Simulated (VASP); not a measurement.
# Ir (I4/mmm) in VASP: further runs

The runs below take Ir through single point, with PBE.

Program: VASP 6.6.1. These are calculated values, not measurements. Logs are shortened: lines on timing, memory, paths and dates and some standing lists are left out, and cuts for length are marked.

### Step 1. The cell of the first run

The structure is tetragonal, space group I4/mmm (No. 139). The conventional cell has a = 2.851 Å, b = 2.851 Å, c = 3.281 Å, α = 90.00°, β = 90.00°, γ = 90.00°. Ir (site symmetry 4/mmm) has 14 Ir at 2.60 to 3.28 Å within 3.4 Å.

### Step 2. Single point, PBE (13.33 Å³/atom)

INCAR reads:

```
  ALGO = Normal
  EDIFF = 1E-6
  ENCUT = 520
  GGA = PE
  ISIF = 2
  ISMEAR = 0
  LASPH = T
  LCHARG = F
  LREAL = F
  LWAVE = F
  NBANDS = 10
  NELM = 100
  PREC = Accurate
  SIGMA = 0.15
```

KPOINTS reads:

```
k-points
0
Gamma
  22 22 22
```

POSCAR reads:

```
Ir
1.0
    0.0000000000      2.0158768242      1.6407221472
    2.0158768242      0.0000000000      1.6407221472
    2.0158768242      2.0158768242      0.0000000000
Ir
1
Direct
    0.0000000000      0.0000000000      0.0000000000
```

Potentials or basis: VASP PAW PBE potentials, release 64 (Ir).

Started as:

```sh
$ cat potpaw_PBE.64/Ir/POTCAR > POTCAR
$ mpirun -np 1 vasp_std > vasp.out
```

OUTCAR:

```text
EDIFF = 1E-6
   ENCUT = 520
   GGA = PE
   ISIF = 2
   ISMEAR = 0
   LASPH = T
   LREAL = F
   NELM = 100
   PREC = Accurate

 ion  position               nearest neighbor table
   1  0.000  0.000  0.000-

  LATTYP: Found a body centered tetragonal cell.
 ALAT       =     2.8508803449
 C/A-ratio  =     1.1510284184

  Lattice vectors:

 A1 = (   0.0000000000,  -2.0158768242,  -1.6407221472)
 A2 = (   0.0000000000,   2.0158768242,  -1.6407221472)
 A3 = (   2.0158768242,   0.0000000000,   1.6407221472)

Analysis of symmetry for initial positions (statically):
=====================================================================
 Subroutine PRICEL returns:
 Original cell was already a primitive cell.

 Routine SETGRP: Setting up the symmetry group for a
 body centered tetragonal supercell.

 Subroutine GETGRP returns: Found 16 space group operations
 (whereof 16 operations were pure point group operations)
 out of a pool of 16 trial point group operations.

The static configuration has the point symmetry D_4h.

Analysis of symmetry for dynamics (positions and initial velocities):
=====================================================================
 Subroutine PRICEL returns:
 Original cell was already a primitive cell.

 Routine SETGRP: Setting up the symmetry group for a
 body centered tetragonal supercell.

 Subroutine GETGRP returns: Found 16 space group operations
 (whereof 16 operations were pure point group operations)
 out of a pool of 16 trial point group operations.

The dynamic configuration has the point symmetry D_4h.

 Subroutine INISYM returns: Found 16 space group operations
 (whereof 16 operations are pure point group operations),
 and found     1 'primitive' translations

----------------------------------------------------------------------------------------

                                     Primitive cell

  volume of cell :      13.3350

  direct lattice vectors                    reciprocal lattice vectors
     0.000000000  2.015876824  1.640722147    -0.248031027  0.248031027  0.304743860
     2.015876824  0.000000000  1.640722147     0.248031027 -0.248031027  0.304743860
     2.015876824  2.015876824  0.000000000     0.248031027  0.248031027 -0.304743860

  length of vectors
     2.599178435  2.599178435  2.850880345     0.464658586  0.464658586  0.464658586

  position of ions in fractional coordinates (direct lattice)
     0.000000000  0.000000000  0.000000000
[... 80 lines left out ...]
   IBRION =     -1    ionic relax: 0-MD 1-quasi-New 2-CG
   NFREE  =      0    steps in history (QN), initial steepest desc. (CG)
   ISIF   =      2    stress and relaxation
   ISYM   =      2    0-nonsym 1-usesym 2-fastsym
   POTIM  = 0.5000    time-step for ionic-motion
   TEBEG  =    0.0;   TEEND  =   0.0 temperature during run
   PSTRESS=    0.0 pullay stress
   NELECT =       9.0000    total number of electrons
   NUPDOWN=      -1.0000    fix difference up-down
   EMIN   =  10.00;   EMAX   =-10.00  energy-range for DOS
   EFERMI =   0.00;   METHOD = LEGACY
   ISMEAR =     0;   SIGMA  =   0.15  broadening in eV -4-tet -1-fermi 0-gaus
   EFERMI_NEDOS =   21; number of points for ismear=-14 and -15
   IALGO  =     38    algorithm
   IMIX   =      4    mixing-type and parameters
     AMIX     =   0.40;   BMIX     =  1.00
     AMIX_MAG =   1.60;   BMIX_MAG =  1.00
  volume/ion in A,a.u.               =      13.33        89.99
  Fermi-wavevector in a.u.,A,eV,Ry     =   1.436012  2.713669 28.056979  2.062130
  Thomas-Fermi vector in A             =   2.555247
   LORBIT       =      0    0 simple, 1 ext, 2 COOP (PROOUT), +10 PAW based schemes
   GGA     = PE    functional components
   LHFCALC =     F    Hartree Fock is set to
   AEXX    =    0.0000 exact exchange contribution
   IVDW    =     0    specifies the selected vdW correction
   LEPSILON=     F    determine dielectric tensor
   LRPA    =     F    only Hartree local field effects (RPA)
 non-spin polarized calculation
 Gauss-broadening in eV      SIGMA  =   0.15
  energy-cutoff  :      520.00
  volume of cell :       13.33
 maximum number of plane-waves:       374
   NGX =  9   NGY =  9   NGZ = 11

 number of electron       9.0000000 magnetization

 Free energy of the ion-electron system (eV)
  ---------------------------------------------------
  ext. energy  EPLUGINS =         0.00000000
  ---------------------------------------------------
  free energy    TOTEN  =        -8.30567108 eV

  energy without entropy =       -8.29258208  energy(sigma->0) =       -8.29912658

 E-fermi :  11.3143     XC(G=0): -14.3317

 val. band max:       11.3035295161   @ k =  -0.4545   0.0455   0.4091
 cond. band min:      11.3165312775   @ k =   0.3182   0.0000   0.1818
 fundamental gap:      0.0130017614
 Fermi energy:        11.3142785509

 k-point     1 :       0.0000    0.0000    0.0000
  band No.  band energies     occupation
      1      -0.2987      2.00000
      2       6.7927      2.00000
      3       6.7927      2.00000
      4       8.2435      2.00000
      5       9.1660      2.00000
      6      11.2249      1.60054
      7      26.4820      0.00000
      8      29.3615      0.00000
      9      29.3615      0.00000
     10      37.6970      0.00000
[... 287 lines left out ...]
 k-point    24 :      -0.4545    0.0455    0.0000
  band No.  band energies     occupation
      1       2.8400      2.00000
      2       5.8137      2.00000
      3       8.6685      2.00000
      4      10.1283      2.00000
      5      12.0973      0.00000
      6      13.1690      0.00000
      7      20.0554      0.00000
      8      25.0616      0.00000
      9      30.4560      0.00000
     10      34.3126      0.00000

 [... further k-points ...]

------------------------ aborting loop because EDIFF is reached ----------------------------------------

  FORCE on cell =-STRESS in cart. coord.  units (eV):
  Direction    XX          YY          ZZ          XY          YZ          ZX
  --------------------------------------------------------------------------------------
  -------------------------------------------------------------------------------------
  Total        2.1060161      2.1060161      7.0537534      0.0000000      0.0000000      0.0000000
  in kB      253.0342180    253.0342180    847.4963429      0.0000000      0.0000000      0.0000000
  external PRESSURE =     451.1882596 kB  Pullay stress =       0.0000000 kB

 VOLUME and BASIS-vectors are now :
 -----------------------------------------------------------------------------
  energy-cutoff  :      520.00
  volume of cell :       13.33
      direct lattice vectors                 reciprocal lattice vectors
     0.000000000  2.015876824  1.640722147    -0.248031027  0.248031027  0.304743860
     2.015876824  0.000000000  1.640722147     0.248031027 -0.248031027  0.304743860
     2.015876824  2.015876824  0.000000000     0.248031027  0.248031027 -0.304743860

 POSITION                                       TOTAL-FORCE (eV/Angst)
 -----------------------------------------------------------------------------------
      0.00000      0.00000      0.00000        -0.000000      0.000000      0.000000
 -----------------------------------------------------------------------------------
    total drift:                               -0.000000     -0.000000      0.000000

  FREE ENERGIE OF THE ION-ELECTRON SYSTEM (eV)
  ---------------------------------------------------
  free  energy   TOTEN  =        -8.3056710762 eV

  energy  without entropy=       -8.2925820827  energy(sigma->0) =       -8.29912658
```

OSZICAR:

```text
N       E                     dE             d eps       ncg     rms          rms(c)
DAV:   1     0.485363121263E+02    0.48536E+02   -0.44200E+03 16832   0.828E+02
DAV:   2    -0.792164649614E+01   -0.56458E+02   -0.53926E+02 17154   0.199E+02
DAV:   3    -0.877679009616E+01   -0.85514E+00   -0.85231E+00 19354   0.295E+01
DAV:   4    -0.878475502532E+01   -0.79649E-02   -0.79633E-02 19200   0.266E+00
DAV:   5    -0.878490759706E+01   -0.15257E-03   -0.15257E-03 19578   0.348E-01    0.186E+01
DAV:   6    -0.840172108048E+01    0.38319E+00   -0.56720E-01 18662   0.929E+00    0.852E+00
DAV:   7    -0.831151168995E+01    0.90209E-01   -0.24845E-01 20888   0.565E+00    0.159E+00
DAV:   8    -0.830615264673E+01    0.53590E-02   -0.75622E-03 18646   0.126E+00    0.586E-01
DAV:   9    -0.830566421621E+01    0.48843E-03   -0.17712E-04 18408   0.155E-01    0.201E-02
DAV:  10    -0.830567034537E+01   -0.61292E-05   -0.50622E-06 21690   0.181E-02    0.648E-03
DAV:  11    -0.830567107623E+01   -0.73086E-06   -0.27864E-07 10116   0.688E-03
   1 F= -.83056711E+01 E0= -.82991266E+01  d E =-.130890E-01
```

stdout:

```text
POSCAR found type information on POSCAR Ir
 POSCAR found :  1 types and       1 ions
 scaLAPACK will be used
 LDA part: xc-table for (Slater+PW92), standard interpolation
 POSCAR, INCAR and KPOINTS ok, starting setup
 FFT: planning ... GRIDC
 FFT: planning ... GRID_SOFT
 FFT: planning ... GRID
 WAVECAR not read
 entering main loop
```

Run time: 33 s. Hardware: 1 thread of Intel Xeon 6975P-C (Granite Rapids), shared host; peak memory 0.23 GiB.

What came out:

- Free energy: -8.3057 eV
- Pressure: 45.1 GPa
- Band gap on the k mesh: zero (an odd number of electrons rules out a gap without spin polarisation)

Stress tensor (GPa, compression positive):
```
25.30  0.00  0.00
 0.00 25.30  0.00
 0.00  0.00 84.75
```

Caveat: the cell stands under pressure; spin-orbit coupling is left out, which moves the levels of the heavy elements.

### Step 3. Single point, PBE (13.57 Å³/atom)

This run uses another cell than the first one, of 13.57 Å³/atom.

INCAR reads:

```
ALGO = Normal ; EDIFF = 1E-6
ENCUT = 520 ; GGA = PE
ISIF = 2 ; ISMEAR = 0
LASPH = T ; LCHARG = F
LREAL = F ; LWAVE = F
NBANDS = 10 ; NELM = 100
PREC = Accurate ; SIGMA = 0.15
```

KPOINTS is that of step 2.

POSCAR reads:

```
Ir
1.0
    0.0000000000      2.2091321960      1.3899859777
    2.2091321960      0.0000000000      1.3899859777
    2.2091321960      2.2091321960      0.0000000000
Ir
1
Direct
    0.0000000000      0.0000000000      0.0000000000
```

Potentials or basis: VASP PAW PBE potentials, release 64 (Ir).

Started as:

```sh
$ cat potpaw_PBE.64/Ir/POTCAR > POTCAR
$ mpirun -np 1 vasp_std > vasp.out
```

OUTCAR:

```text
EDIFF = 1E-6
   ENCUT = 520
   GGA = PE
   ISIF = 2
   ISMEAR = 0
   LASPH = T
   LREAL = F
   NELM = 100
   PREC = Accurate

 ion  position               nearest neighbor table
   1  0.000  0.000  0.000-

  LATTYP: Found a body centered tetragonal cell.
 ALAT       =     3.1241847127
 C/A-ratio  =     0.8898231734

  Lattice vectors:

 A1 = (   0.0000000000,  -2.2091321960,  -1.3899859777)
 A2 = (   0.0000000000,   2.2091321960,  -1.3899859777)
 A3 = (   2.2091321960,   0.0000000000,   1.3899859777)

[... 482 lines left out ...]
      3       9.6181      2.00000
      4      10.1796      2.00000
      5      12.2472      0.00000
      6      13.1411      0.00000
      7      20.6847      0.00000
      8      24.2587      0.00000
      9      27.6709      0.00000
     10      36.5326      0.00000

 [... further k-points ...]
[... 5 lines left out ...]
  --------------------------------------------------------------------------------------
  -------------------------------------------------------------------------------------
  Total        4.4270418      4.4270418      1.2102164      0.0000000     -0.0000000     -0.0000000
  in kB      522.8057795    522.8057795    142.9189393      0.0000000     -0.0000000     -0.0000000
  external PRESSURE =     396.1768328 kB  Pullay stress =       0.0000000 kB

 VOLUME and BASIS-vectors are now :
 -----------------------------------------------------------------------------
  energy-cutoff  :      520.00
  volume of cell :       13.57
      direct lattice vectors                 reciprocal lattice vectors
     0.000000000  2.209132196  1.389985978    -0.226333218  0.226333218  0.359715859
     2.209132196  0.000000000  1.389985978     0.226333218 -0.226333218  0.359715859
     2.209132196  2.209132196  0.000000000     0.226333218  0.226333218 -0.359715859

 POSITION                                       TOTAL-FORCE (eV/Angst)
 -----------------------------------------------------------------------------------
      0.00000      0.00000      0.00000         0.000000      0.000000      0.000000
 -----------------------------------------------------------------------------------
    total drift:                                0.000000     -0.000000     -0.000000

  FREE ENERGIE OF THE ION-ELECTRON SYSTEM (eV)
  ---------------------------------------------------
  free  energy   TOTEN  =        -8.2424608095 eV

  energy  without entropy=       -8.2251895658  energy(sigma->0) =       -8.23382519
```

stdout:

```text
POSCAR found type information on POSCAR Ir
 POSCAR found :  1 types and       1 ions
 scaLAPACK will be used
 LDA part: xc-table for (Slater+PW92), standard interpolation
 POSCAR, INCAR and KPOINTS ok, starting setup
 FFT: planning ... GRIDC
 FFT: planning ... GRID_SOFT
 FFT: planning ... GRID
 WAVECAR not read
 entering main loop
```

It took 32 s on 1 thread of Intel Xeon 6975P-C (Granite Rapids), shared host; peak memory 0.23 GiB.

Results:

```yaml
Free_energy: -8.2425 eV
Pressure: 39.6 GPa
Band_gap_on_the_k_mesh: zero (an odd number of electrons rules out a gap without spin polarisation)
```

Levels at points of the mesh, in eV from the Fermi level:
| k point | band 1 | band 2 | band 3 | band 4 | band 5 | band 6 | band 7 | band 8 |
| --- | --- | --- | --- | --- | --- | --- | --- | --- |
| (0.00, 0.00, 0.00) | -11.22 | -4.71 | -3.32 | -3.32 | -1.85 | 0.34 | 16.25 | 16.25 |
| (0.50, 0.00, 0.00) | -8.10 | -6.35 | -0.72 | 0.27 | 0.93 | 2.55 | 9.30 | 12.89 |
| (0.50, 0.50, 0.00) | -7.83 | -7.72 | 1.63 | 1.63 | 2.20 | 7.07 | 7.07 | 10.96 |
| (0.50, 0.00, 0.50) | -8.25 | -4.85 | -2.07 | -0.65 | -0.42 | 2.33 | 8.16 | 14.00 |

Caveat: the cell stands under pressure; spin-orbit coupling is left out, which moves the levels of the heavy elements.

[end of part 1 of 2]
